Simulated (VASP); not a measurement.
# RbMgSbO3 (P1) in VASP: single point with PBE

Aim: the single point of RbMgSbO3 with PBE.

All numbers are computed with VASP 6.6.1; they aren't measurements. Logs are shortened: lines on timing, memory, paths and dates and some standing lists are left out, and cuts for length are marked.

## 1. The cell of the first run

The typed cell holds 6 atoms: a = 5.233 Å, b = 5.233 Å, c = 5.233 Å, α = 73.83°, β = 73.83°, γ = 73.83°.

## 2. Single point, PBE

INCAR

```
SYSTEM = RbMgSbO3
PREC     = Accurate       ! precision mode
ENCUT    = 520            ! plane-wave cutoff, eV
EDIFF    = 1E-7           ! SCF threshold, eV
ISMEAR   = 1              ! smearing method
SIGMA    = 0.05           ! smearing width, eV
LREAL    = .FALSE.        ! projectors in reciprocal space
LASPH    = .TRUE.         ! aspherical terms in the spheres
NELM     = 60             ! most SCF steps
ALGO     = Normal         ! electronic algorithm
ISIF     = 2              ! what is computed and relaxed
LWAVE    = .FALSE.        ! write WAVECAR
LCHARG   = .TRUE.         ! write CHGCAR
GGA      = PE             ! functional
LELF     = .TRUE.         ! ELF
LVHAR    = .TRUE.       
NBANDS   = 26             ! bands
```

KPOINTS

```
Automatic mesh
0
G
  2 2 2
  0 0 0
```

POSCAR

```
RbMgSbO3
1.0
    3.1430084500      1.8146167700      3.7695942700
   -3.1430084500      1.8146167700      3.7695942700
    0.0000000000     -3.6292335500      3.7695942700
Rb Mg Sb O
1 1 1 3
Direct
    0.8785824816      0.8942315009      0.8899540188
    0.3001181295      0.3306592501      0.3208019531
    0.5885507250      0.5698097636      0.5686959354
    0.5209344239      0.4673115964      0.9754913131
    0.9769877054      0.5202425127      0.5166793585
    0.4355940172      0.9585954746      0.5002799096
```

Potentials or basis: VASP PAW PBE potentials, release 64 (Rb_sv, Mg, Sb, O).

Started as:

```
$ cat potpaw_PBE.64/Rb_sv/POTCAR potpaw_PBE.64/Mg/POTCAR potpaw_PBE.64/Sb/POTCAR potpaw_PBE.64/O/POTCAR > POTCAR
$ mpirun -np 1 vasp_std > vasp.out
```

OUTCAR:

```text
SYSTEM = RbMgSbO3
   PREC = Accurate
   ENCUT = 520
   EDIFF = 1E-7
   ISMEAR = 1
   LREAL = .FALSE.
   LASPH = .TRUE.
   NELM = 60
   ISIF = 2
   GGA = PE

 ion  position               nearest neighbor table
   1  0.879  0.894  0.890-   5 2.99   6 3.10   4 3.14   4 3.16   6 3.39   5 3.41   5 3.41   6 3.42
                             3 3.53   4 3.55   3 3.57   3 3.59   2 3.75   3 3.76   2 3.78   2 3.83
   2  0.300  0.331  0.321-   5 1.89   4 1.92   6 1.94   3 2.93   3 3.57   1 3.75   1 3.78   1 3.83
                             1 4.48   1 4.52   1 4.54
   3  0.589  0.570  0.569-   5 1.93   6 1.94   4 2.00   2 2.93   1 3.53   2 3.57   1 3.57   1 3.59
                             1 3.76
   4  0.521  0.467  0.975-   2 1.92   3 2.00   1 3.14   1 3.16   1 3.55
   5  0.977  0.520  0.517-   2 1.89   3 1.93   1 2.99   1 3.41   1 3.41
   6  0.436  0.959  0.500-   3 1.94   2 1.94   1 3.10   1 3.39   1 3.42

  LATTYP: Found a trigonal (rhomboedric) cell.
 ALAT       =     5.2327026572
 COS(alpha) =     0.2784457673

  Lattice vectors:

 A1 = (   3.1430084500,   1.8146167700,   3.7695942700)
 A2 = (  -3.1430084500,   1.8146167700,   3.7695942700)
 A3 = (   0.0000000000,  -3.6292335500,   3.7695942700)

Analysis of symmetry for initial positions (statically):
=====================================================================
 Subroutine PRICEL returns:
 Original cell was already a primitive cell.

 Routine SETGRP: Setting up the symmetry group for a
 trigonal (rhombohedral) supercell.

 Subroutine GETGRP returns: Found  1 space group operations
 (whereof  1 operations were pure point group operations)
 out of a pool of 12 trial point group operations.

The static configuration has the point symmetry C_1 .

Analysis of symmetry for dynamics (positions and initial velocities):
=====================================================================
 Subroutine PRICEL returns:
 Original cell was already a primitive cell.

 Routine SETGRP: Setting up the symmetry group for a
 trigonal (rhombohedral) supercell.

 Subroutine GETGRP returns: Found  1 space group operations
 (whereof  1 operations were pure point group operations)
 out of a pool of 12 trial point group operations.

The dynamic configuration has the point symmetry C_1 .

 Subroutine INISYM returns: Found  1 space group operations
 (whereof  1 operations are pure point group operations),
 and found     1 'primitive' translations

----------------------------------------------------------------------------------------

                                     Primitive cell

  volume of cell :     128.9960

  direct lattice vectors                    reciprocal lattice vectors
     3.143008450  1.814616770  3.769594270     0.159083250  0.091846757  0.088426846
    -3.143008450  1.814616770  3.769594270    -0.159083250  0.091846757  0.088426846
     0.000000000 -3.629233550  3.769594270     0.000000000 -0.183693515  0.088426846

  length of vectors
     5.232702657  5.232702657  5.232702659     0.203869111  0.203869111  0.203869111

  position of ions in fractional coordinates (direct lattice)
     0.878582482  0.894231501  0.889954019
     0.300118129  0.330659250  0.320801953
     0.588550725  0.569809764  0.568695935
     0.520934424  0.467311596  0.975491313
     0.976987705  0.520242513  0.516679358
     0.435594017  0.958595475  0.500279910

  ion indices of the primitive-cell ions
   primitive index   ion index
                 1           1
                 2           2
                 3           3
                 4           4
                 5           5
                 6           6

----------------------------------------------------------------------------------------

 KPOINTS: Automatic mesh

Automatic generation of k-mesh.
 Grid dimensions read from file:
 generate k-points for:    2    2    2

 Generating k-lattice:

  Cartesian coordinates                     Fractional coordinates (reciprocal lattice)
     0.079541625  0.045923379  0.044213423     0.500000000  0.000000000  0.000000000
    -0.079541625  0.045923379  0.044213423     0.000000000  0.500000000  0.000000000
     0.000000000 -0.091846757  0.044213423     0.000000000  0.000000000  0.500000000

  Length of vectors
     0.101934556  0.101934556  0.101934556

  Shift w.r.t. Gamma in fractional coordinates (k-lattice)
     0.000000000  0.000000000  0.000000000

 Subroutine IBZKPT returns following result:
 ===========================================

 Found      8 irreducible k-points:

 Following reciprocal coordinates:
            Coordinates               Weight
  0.000000  0.000000  0.000000      1.000000
  0.500000 -0.000000 -0.000000      1.000000
 -0.000000  0.500000 -0.000000      1.000000
  0.000000  0.000000  0.500000      1.000000
  0.500000  0.500000 -0.000000      1.000000
  0.500000 -0.000000  0.500000      1.000000
 -0.000000  0.500000  0.500000      1.000000
  0.500000  0.500000  0.500000      1.000000
   k-points           NKPTS =      8   k-points in BZ     NKDIM =      8   number of bands    NBANDS=     26
   number of dos      NEDOS =    301   number of ions     NIONS =      6
   total plane-waves  NPLWV =  64000
   dimension x,y,z NGX =    40 NGY =   40 NGZ =   40
   dimension x,y,z NGXF=    80 NGYF=   80 NGZF=   80
   ions per type =               1   1   1   3
   NGX,Y,Z   is equivalent  to a cutoff of  12.71, 12.71, 12.71 a.u.
   NGXF,Y,Z  is equivalent  to a cutoff of  25.42, 25.42, 25.42 a.u.
 SYSTEM =  RbMgSbO3
   PREC   = accura    normal or accurate (medium, high low for compatibility)
   ISTART =      0    job   : 0-new  1-cont  2-samecut
   ICHARG =      2    charge: 1-file 2-atom 10-const
   ISPIN  =      1    spin polarized calculation?
   LNONCOLLINEAR =      F non collinear calculations
   LSORBIT =      F    spin-orbit coupling
   LASPH  =      T    aspherical Exc in radial PAW
   ENCUT  =  520.0 eV  38.22 Ry    6.18 a.u.   9.73  9.73  9.73*2*pi/ulx,y,z
   NELM   =     60;   NELMIN=  2; NELMDL= -5     # of ELM steps
   EDIFF  = 0.1E-06   stopping-criterion for ELM
   LREAL  =      F    real-space projection
   EDIFFG = 0.1E-05   stopping-criterion for IOM
   NSW    =      0    number of steps for IOM
   IBRION =     -1    ionic relax: 0-MD 1-quasi-New 2-CG
   NFREE  =      0    steps in history (QN), initial steepest desc. (CG)
   ISIF   =      2    stress and relaxation
   ISYM   =      2    0-nonsym 1-usesym 2-fastsym
   POTIM  = 0.5000    time-step for ionic-motion
   TEBEG  =    0.0;   TEEND  =   0.0 temperature during run
   PSTRESS=    0.0 pullay stress
   NELECT =      34.0000    total number of electrons
   NUPDOWN=      -1.0000    fix difference up-down
   EMIN   =  10.00;   EMAX   =-10.00  energy-range for DOS
   EFERMI =   0.00;   METHOD = LEGACY
   ISMEAR =     1;   SIGMA  =   0.05  broadening in eV -4-tet -1-fermi 0-gaus
   EFERMI_NEDOS =   21; number of points for ismear=-14 and -15
   IALGO  =     38    algorithm
   IMIX   =      4    mixing-type and parameters
     AMIX     =   0.40;   BMIX     =  1.00
     AMIX_MAG =   1.60;   BMIX_MAG =  1.00
  volume/ion in A,a.u.               =      21.50       145.08
  Fermi-wavevector in a.u.,A,eV,Ry     =   1.049645  1.983541 14.990276  1.101754
  Thomas-Fermi vector in A             =   2.184616
   LORBIT       =      0    0 simple, 1 ext, 2 COOP (PROOUT), +10 PAW based schemes
   GGA     = PE    functional components
   LHFCALC =     F    Hartree Fock is set to
   AEXX    =    0.0000 exact exchange contribution
   IVDW    =     0    specifies the selected vdW correction
   LEPSILON=     F    determine dielectric tensor
   LRPA    =     F    only Hartree local field effects (RPA)
 non-spin polarized calculation
 Methfessel and Paxton  Order N= 1 SIGMA  =   0.05
  energy-cutoff  :      520.00
  volume of cell :      129.00
 maximum number of plane-waves:      3494
 NGX is ok and might be reduce to    40
   NGX = 19   NGY = 19   NGZ = 19

 number of electron      34.0000001 magnetization

 Free energy of the ion-electron system (eV)
  ---------------------------------------------------
  ext. energy  EPLUGINS =         0.00000000
  ---------------------------------------------------
  free energy    TOTEN  =       -31.54378244 eV

  energy without entropy =      -31.54414481  energy(sigma->0) =      -31.54390323

 E-fermi :   1.7890     XC(G=0):  -8.0802

 val. band max:        1.7468617064   @ k =   0.5000   0.5000   0.5000
 cond. band min:       4.4540891890   @ k =   0.0000   0.0000   0.0000
 fundamental gap:      2.7072274826
 Fermi energy:         1.7889558172

 k-point     1 :       0.0000    0.0000    0.0000
  band No.  band energies     occupation
      1     -24.6473      2.00000
      2     -16.4918      2.00000
      3     -15.5211      2.00000
      4     -15.1890      2.00000
      5      -8.8673      2.00000
      6      -8.7654      2.00000
[... 18 lines left out ...]
     25       9.3965      0.00000
     26       9.8046      0.00000

 k-point     2 :       0.5000   -0.0000   -0.0000
  band No.  band energies     occupation
      1     -24.6451      2.00000
      2     -16.3656      2.00000
      3     -15.6854      2.00000
      4     -15.2039      2.00000
      5      -8.8614      2.00000
      6      -8.7540      2.00000
[... 18 lines left out ...]
     25       9.3396      0.00000
     26       9.8317      0.00000

 k-point     3 :      -0.0000    0.5000   -0.0000
  band No.  band energies     occupation
      1     -24.6447      2.00000
      2     -16.4141      2.00000
      3     -15.6063      2.00000
      4     -15.2274      2.00000
      5      -8.8587      2.00000
      6      -8.7689      2.00000
[... 18 lines left out ...]
     25       9.5490      0.00000
     26       9.8533      0.00000

 k-point     4 :       0.0000    0.0000    0.5000
  band No.  band energies     occupation
      1     -24.6449      2.00000
      2     -16.4274      2.00000
      3     -15.5157      2.00000
      4     -15.3038      2.00000
      5      -8.8634      2.00000
      6      -8.7579      2.00000
[... 18 lines left out ...]
     25       9.2065      0.00000
     26       9.5605      0.00000

 k-point     5 :       0.5000    0.5000   -0.0000
  band No.  band energies     occupation
      1     -24.6432      2.00000
      2     -16.3895      2.00000
      3     -15.5686      2.00000
      4     -15.2985      2.00000
      5      -8.8713      2.00000
      6      -8.7472      2.00000
[... 18 lines left out ...]
     25       9.5129      0.00000
     26       9.8349      0.00000

 k-point     6 :       0.5000   -0.0000    0.5000
  band No.  band energies     occupation
      1     -24.6436      2.00000
      2     -16.3614      2.00000
      3     -15.6420      2.00000
      4     -15.2492      2.00000
      5      -8.8793      2.00000
      6      -8.7657      2.00000
[... 18 lines left out ...]
     25       9.3801      0.00000
     26       9.6170      0.00000

 k-point     7 :      -0.0000    0.5000    0.5000
  band No.  band energies     occupation
      1     -24.6430      2.00000
      2     -16.3857      2.00000
      3     -15.6281      2.00000
      4     -15.2389      2.00000
      5      -8.8644      2.00000
      6      -8.7517      2.00000
[... 18 lines left out ...]
     25       9.5337      0.00000
     26       9.7788      0.00000

 k-point     8 :       0.5000    0.5000    0.5000
  band No.  band energies     occupation
      1     -24.6422      2.00000
      2     -16.4280      2.00000
      3     -15.5645      2.00000
      4     -15.2183      2.00000
      5      -8.8936      2.00000
      6      -8.7824      2.00000
[... 18 lines left out ...]
     25      10.0050      0.00000
     26      10.1844      0.00000

------------------------ aborting loop because EDIFF is reached ----------------------------------------

  FORCE on cell =-STRESS in cart. coord.  units (eV):
  Direction    XX          YY          ZZ          XY          YZ          ZX
  --------------------------------------------------------------------------------------
  -------------------------------------------------------------------------------------
  Total        0.5307998     -0.4227183      3.1330892      0.7000262      1.0196016      0.1853367
  in kB        6.5927255     -5.2503141     38.9141024      8.6945788     12.6638205      2.3019492
  external PRESSURE =      13.4188379 kB  Pullay stress =       0.0000000 kB

 VOLUME and BASIS-vectors are now :
 -----------------------------------------------------------------------------
  energy-cutoff  :      520.00
  volume of cell :      129.00
      direct lattice vectors                 reciprocal lattice vectors
     3.143008450  1.814616770  3.769594270     0.159083250  0.091846757  0.088426846
    -3.143008450  1.814616770  3.769594270    -0.159083250  0.091846757  0.088426846
     0.000000000 -3.629233550  3.769594270     0.000000000 -0.183693515  0.088426846

 POSITION                                       TOTAL-FORCE (eV/Angst)
 -----------------------------------------------------------------------------------
     -0.04918     -0.01287     10.03756         0.017032      0.047667      0.152375
     -0.09599     -0.01965      3.58707         0.811507      0.183787      0.253091
      0.05890      0.03805      6.51030        -0.151077     -1.385761     -0.685095
      0.16854     -1.74700      7.40249        -0.331139      0.557147     -0.422560
      1.43555      0.84175      7.59162        -0.116393      0.443971      0.346664
     -1.64380      0.71429      7.14138        -0.229931      0.153189      0.355525
 -----------------------------------------------------------------------------------
    total drift:                                0.000468     -0.000444     -0.000288

  FREE ENERGIE OF THE ION-ELECTRON SYSTEM (eV)
  ---------------------------------------------------
  free  energy   TOTEN  =       -31.5437824389 eV

  energy  without entropy=      -31.5441448080  energy(sigma->0) =      -31.54390323
```

Wall time 29 s (1 thread of Intel Xeon Platinum 8375C at 2.90GHz (Ice Lake), shared host); peak memory 0.25 GiB.

What came out:

| Quantity | Value |
| --- | --- |
| Free energy | -31.5438 eV |
| Pressure | 1.3 GPa |
| Largest force | 1.553 eV/Å |
| Band gap on the k mesh | 2.71 eV, indirect (the least direct gap lies 2.9 meV higher) |

Forces on the atoms (eV/Å):
```
Rb   0.017  0.048  0.152
Mg   0.812  0.184  0.253
Sb  -0.151 -1.386 -0.685
O   -0.331  0.557 -0.423
O   -0.116  0.444  0.347
O   -0.230  0.153  0.356
```

Caveat: the k points lie up to 0.64 Å⁻¹ apart; spin-orbit coupling is left out, which moves the levels of the heavy elements; forces of over 1 eV/Å act on the atoms, so gaps and moduli don't describe the material at rest. A k mesh can miss the band edges.
